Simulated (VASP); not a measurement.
# CdSe (Fm-3m) in VASP: single point with PBEsol

Aim: the single point of CdSe with PBEsol.

Program: VASP 6.6.1. These are calculated values, not measurements. Logs are shortened: lines on timing, memory, paths and dates and some standing lists are left out, and cuts for length are marked.

## Step 1: The cell of the first run

It takes space group Fm-3m (No. 225, cubic). The conventional cell has a = 5.748 Å, b = 5.748 Å, c = 5.748 Å, α = 90.00°, β = 90.00°, γ = 90.00°. Within 3.8 Å of Cd (site symmetry m-3m) lie 6 Se at 2.87 Å. Se (site symmetry m-3m) has 6 Cd at 2.87 Å within 3.8 Å.

## Step 2: Single point, PBEsol

Contents of INCAR:

```
PREC = Accurate
ENCUT = 500
EDIFF = 1E-6
ISMEAR = -1
SIGMA = 0.05
LREAL = False
LASPH = True
NELM = 120
ALGO = Normal
ISIF = 2
LWAVE = False
LCHARG = True
GGA = PS
LELF = True
LVHAR = True
NBANDS = 16
GGA_COMPAT = False
```

Contents of KPOINTS:

```
Automatic mesh
0
Gamma
  6 6 6
```

Contents of POSCAR:

```
CdSe
1.0
    0.0000000000      2.8739600000      2.8739600000
    2.8739600000      0.0000000000      2.8739600000
    2.8739600000      2.8739600000      0.0000000000
Cd Se
1 1
Direct
    0.0000000000      0.0000000000      0.0000000000
    0.5000000000      0.5000000000      0.5000000000
```

Potentials or basis: VASP PAW PBE potentials, release 64 (Cd, Se).

On the command line:

```
> cat potpaw_PBE.64/Cd/POTCAR potpaw_PBE.64/Se/POTCAR > POTCAR
> mpirun -np 1 vasp_std > vasp.out
```

OUTCAR:

```text
PREC = Accurate
   ENCUT = 500
   EDIFF = 1E-6
   ISMEAR = -1
   LREAL = False
   LASPH = True
   NELM = 120
   ISIF = 2
   GGA = PS

 ion  position               nearest neighbor table
   1  0.000  0.000  0.000-   2 2.87   2 2.87   2 2.87   2 2.87   2 2.87   2 2.87
   2  0.500  0.500  0.500-   1 2.87   1 2.87   1 2.87   1 2.87   1 2.87   1 2.87

  LATTYP: Found a face centered cubic cell.
 ALAT       =     5.7479200000

  Lattice vectors:

 A1 = (   0.0000000000,   2.8739600000,   2.8739600000)
 A2 = (   2.8739600000,   0.0000000000,   2.8739600000)
 A3 = (   2.8739600000,   2.8739600000,   0.0000000000)

Analysis of symmetry for initial positions (statically):
=====================================================================
 Subroutine PRICEL returns:
 Original cell was already a primitive cell.

 Routine SETGRP: Setting up the symmetry group for a
 face centered cubic supercell.

 Subroutine GETGRP returns: Found 48 space group operations
 (whereof 48 operations were pure point group operations)
 out of a pool of 48 trial point group operations.

The static configuration has the point symmetry O_h .

Analysis of symmetry for dynamics (positions and initial velocities):
=====================================================================
 Subroutine PRICEL returns:
 Original cell was already a primitive cell.

 Routine SETGRP: Setting up the symmetry group for a
 face centered cubic supercell.

 Subroutine GETGRP returns: Found 48 space group operations
 (whereof 48 operations were pure point group operations)
 out of a pool of 48 trial point group operations.

The dynamic configuration has the point symmetry O_h .

 Subroutine INISYM returns: Found 48 space group operations
 (whereof 48 operations are pure point group operations),
 and found     1 'primitive' translations

----------------------------------------------------------------------------------------

                                     Primitive cell

  volume of cell :      47.4758

  direct lattice vectors                    reciprocal lattice vectors
     0.000000000  2.873960000  2.873960000    -0.173975977  0.173975977  0.173975977
     2.873960000  0.000000000  2.873960000     0.173975977 -0.173975977  0.173975977
     2.873960000  2.873960000  0.000000000     0.173975977  0.173975977 -0.173975977

  length of vectors
     4.064393210  4.064393210  4.064393210     0.301335232  0.301335232  0.301335232

  position of ions in fractional coordinates (direct lattice)
     0.000000000  0.000000000  0.000000000
     0.500000000  0.500000000  0.500000000

  ion indices of the primitive-cell ions
   primitive index   ion index
                 1           1
                 2           2

----------------------------------------------------------------------------------------

 KPOINTS: Automatic mesh

Automatic generation of k-mesh.
 Grid dimensions read from file:
 generate k-points for:    6    6    6

 Generating k-lattice:

  Cartesian coordinates                     Fractional coordinates (reciprocal lattice)
    -0.028995996  0.028995996  0.028995996     0.166666667  0.000000000  0.000000000
     0.028995996 -0.028995996  0.028995996     0.000000000  0.166666667  0.000000000
     0.028995996  0.028995996 -0.028995996     0.000000000  0.000000000  0.166666667

  Length of vectors
     0.050222539  0.050222539  0.050222539

  Shift w.r.t. Gamma in fractional coordinates (k-lattice)
     0.000000000  0.000000000  0.000000000

 Subroutine IBZKPT returns following result:
 ===========================================

 Found     16 irreducible k-points:

 Following reciprocal coordinates:
            Coordinates               Weight
  0.000000  0.000000  0.000000      1.000000
  0.166667  0.000000  0.000000      8.000000
  0.333333  0.000000  0.000000      8.000000
  0.500000  0.000000  0.000000      4.000000
  0.166667  0.166667  0.000000      6.000000
  0.333333  0.166667  0.000000     24.000000
[... 8 lines left out ...]
 -0.333333  0.333333  0.166667     24.000000
 -0.333333  0.500000  0.166667     12.000000
   k-points           NKPTS =     16   k-points in BZ     NKDIM =     16   number of bands    NBANDS=     16
   number of dos      NEDOS =    301   number of ions     NIONS =      2
   total plane-waves  NPLWV =  27000
   dimension x,y,z NGX =    30 NGY =   30 NGZ =   30
   dimension x,y,z NGXF=    60 NGYF=   60 NGZF=   60
   ions per type =               1   1
   NGX,Y,Z   is equivalent  to a cutoff of  12.27, 12.27, 12.27 a.u.
   NGXF,Y,Z  is equivalent  to a cutoff of  24.54, 24.54, 24.54 a.u.
 SYSTEM =  unknown system
   PREC   = accura    normal or accurate (medium, high low for compatibility)
   ISTART =      0    job   : 0-new  1-cont  2-samecut
   ICHARG =      2    charge: 1-file 2-atom 10-const
   ISPIN  =      1    spin polarized calculation?
   LNONCOLLINEAR =      F non collinear calculations
   LSORBIT =      F    spin-orbit coupling
   LASPH  =      T    aspherical Exc in radial PAW
   ENCUT  =  500.0 eV  36.75 Ry    6.06 a.u.   7.41  7.41  7.41*2*pi/ulx,y,z
   NELM   =    120;   NELMIN=  2; NELMDL= -5     # of ELM steps
   EDIFF  = 0.1E-05   stopping-criterion for ELM
   LREAL  =      F    real-space projection
   EDIFFG = 0.1E-04   stopping-criterion for IOM
   NSW    =      0    number of steps for IOM
   IBRION =     -1    ionic relax: 0-MD 1-quasi-New 2-CG
   NFREE  =      0    steps in history (QN), initial steepest desc. (CG)
   ISIF   =      2    stress and relaxation
   ISYM   =      2    0-nonsym 1-usesym 2-fastsym
   POTIM  = 0.5000    time-step for ionic-motion
   TEBEG  =    0.0;   TEEND  =   0.0 temperature during run
   PSTRESS=    0.0 pullay stress
   NELECT =      18.0000    total number of electrons
   NUPDOWN=      -1.0000    fix difference up-down
   EMIN   =  10.00;   EMAX   =-10.00  energy-range for DOS
   EFERMI =   0.00;   METHOD = LEGACY
   ISMEAR =    -1;   SIGMA  =   0.05  broadening in eV -4-tet -1-fermi 0-gaus
   EFERMI_NEDOS =   21; number of points for ismear=-14 and -15
   IALGO  =     38    algorithm
   IMIX   =      4    mixing-type and parameters
     AMIX     =   0.40;   BMIX     =  1.00
     AMIX_MAG =   1.60;   BMIX_MAG =  1.00
  volume/ion in A,a.u.               =      23.74       160.19
  Fermi-wavevector in a.u.,A,eV,Ry     =   1.184882  2.239102 19.101823  1.403944
  Thomas-Fermi vector in A             =   2.321087
   LORBIT       =      0    0 simple, 1 ext, 2 COOP (PROOUT), +10 PAW based schemes
   GGA     = PS    functional components
   LHFCALC =     F    Hartree Fock is set to
   AEXX    =    0.0000 exact exchange contribution
   IVDW    =     0    specifies the selected vdW correction
   LEPSILON=     F    determine dielectric tensor
   LRPA    =     F    only Hartree local field effects (RPA)
 non-spin polarized calculation
  energy-cutoff  :      500.00
  volume of cell :       47.48
 maximum number of plane-waves:      1243
 NGX is ok and might be reduce to    30
   NGX = 15   NGY = 15   NGZ = 15

 number of electron      18.0000008 magnetization

 Free energy of the ion-electron system (eV)
  ---------------------------------------------------
  ext. energy  EPLUGINS =         0.00000000
  ---------------------------------------------------
  free energy    TOTEN  =        -5.95925681 eV

  energy without entropy =       -5.95356553  energy(sigma->0) =       -5.95641117

 E-fermi :   2.1705     XC(G=0): -10.1882

 val. band max:        2.0987893834   @ k =   0.0000   0.0000   0.0000
 cond. band min:       3.0127475561   @ k =   0.5000   0.3333   0.0000
 fundamental gap:      0.9139581727
 Fermi energy:         2.1704526604

 k-point     1 :       0.0000    0.0000    0.0000
  band No.  band energies     occupation
      1     -10.7868      2.00000
      2      -5.7381      2.00000
      3      -5.7381      2.00000
      4      -5.7200      2.00000
      5      -5.7200      2.00000
      6      -5.7200      2.00000
[... 8 lines left out ...]
     15      11.7968      0.00000
     16      11.7968      0.00000

 k-point     2 :       0.1667    0.0000    0.0000
  band No.  band energies     occupation
      1     -10.5930      2.00000
      2      -5.7936      2.00000
      3      -5.7936      2.00000
      4      -5.7376      2.00000
      5      -5.6871      2.00000
      6      -5.6871      2.00000
[... 8 lines left out ...]
     15      11.6263      0.00000
     16      11.6263      0.00000

 k-point     3 :       0.3333    0.0000    0.0000
  band No.  band energies     occupation
      1     -10.1427      2.00000
      2      -5.9048      2.00000
      3      -5.9048      2.00000
      4      -5.8063      2.00000
      5      -5.6163      2.00000
      6      -5.6163      2.00000
[... 8 lines left out ...]
     15      13.1794      0.00000
     16      13.1794      0.00000

 k-point     4 :       0.5000    0.0000    0.0000
  band No.  band energies     occupation
      1      -9.8718      2.00000
      2      -5.9587      2.00000
      3      -5.9587      2.00000
      4      -5.8751      2.00000
      5      -5.5803      2.00000
      6      -5.5803      2.00000
[... 8 lines left out ...]
     15      14.9553      0.00000
     16      14.9553      0.00000
[... 172 lines left out ...]
 k-point    14 :       0.5000    0.3333    0.1667
  band No.  band energies     occupation
      1      -9.9988      2.00000
      2      -5.8304      2.00000
      3      -5.7630      2.00000
      4      -5.7456      2.00000
      5      -5.5874      2.00000
      6      -5.5056      2.00000
[... 8 lines left out ...]
     15      15.2946      0.00000
     16      15.8672      0.00000

 k-point    15 :      -0.3333    0.3333    0.1667
  band No.  band energies     occupation
      1      -9.8843      2.00000
      2      -5.8696      2.00000
      3      -5.7355      2.00000
      4      -5.7180      2.00000
      5      -5.5552      2.00000
      6      -5.3860      2.00000
[... 8 lines left out ...]
     15      13.6330      0.00000
     16      16.4075      0.00000

 k-point    16 :      -0.3333    0.5000    0.1667
  band No.  band energies     occupation
      1      -9.9172      2.00000
      2      -5.7860      2.00000
      3      -5.7763      2.00000
      4      -5.6311      2.00000
      5      -5.5288      2.00000
      6      -5.1686      2.00000
[... 8 lines left out ...]
     15      15.0245      0.00000
     16      16.9940      0.00000

------------------------ aborting loop because EDIFF is reached ----------------------------------------

  FORCE on cell =-STRESS in cart. coord.  units (eV):
  Direction    XX          YY          ZZ          XY          YZ          ZX
  --------------------------------------------------------------------------------------
  -------------------------------------------------------------------------------------
  Total       -1.0102015     -1.0102015     -1.0102015      0.0000000      0.0000000      0.0000000
  in kB      -34.0915245    -34.0915245    -34.0915245      0.0000000      0.0000000      0.0000000
  external PRESSURE =     -34.0915245 kB  Pullay stress =       0.0000000 kB

 VOLUME and BASIS-vectors are now :
 -----------------------------------------------------------------------------
  energy-cutoff  :      500.00
  volume of cell :       47.48
      direct lattice vectors                 reciprocal lattice vectors
     0.000000000  2.873960000  2.873960000    -0.173975977  0.173975977  0.173975977
     2.873960000  0.000000000  2.873960000     0.173975977 -0.173975977  0.173975977
     2.873960000  2.873960000  0.000000000     0.173975977  0.173975977 -0.173975977

 POSITION                                       TOTAL-FORCE (eV/Angst)
 -----------------------------------------------------------------------------------
      0.00000      0.00000      0.00000         0.000000      0.000000      0.000000
      2.87396      2.87396      2.87396        -0.000000     -0.000000     -0.000000
 -----------------------------------------------------------------------------------
    total drift:                               -0.000000      0.000000      0.000000

  FREE ENERGIE OF THE ION-ELECTRON SYSTEM (eV)
  ---------------------------------------------------
  free  energy   TOTEN  =        -5.9592568093 eV

  energy  without entropy=       -5.9535655268  energy(sigma->0) =       -5.95641117
```

It used 16 s of CPU time on 1 thread of AMD EPYC 7R13 Processor (Zen 3), with other jobs on the host.

What came out:

```yaml
Free_energy: -5.9593 eV
Pressure: -3.4 GPa
Band_gap_on_the_k_mesh: zero (band 9 reaches 2.09 eV, above the bottom of band 10 at 1.59 eV)
```

Levels at points of the mesh, in eV from the Fermi level:
| k point | band 7 | band 8 | band 9 | band 10 | band 11 | band 12 |
| --- | --- | --- | --- | --- | --- | --- |
| (0.00, 0.00, 0.00) | -0.65 | -0.65 | -0.65 | -0.07 | 8.54 | 8.54 |
| (0.50, 0.00, 0.00) | -5.01 | -0.09 | -0.09 | 2.85 | 5.14 | 5.14 |
| (0.50, 0.50, 0.00) | -4.17 | -2.11 | -2.11 | -0.58 | 5.32 | 9.56 |

Caveat: the PAW data sets were made with another functional, which shifts forces and pressure a little.
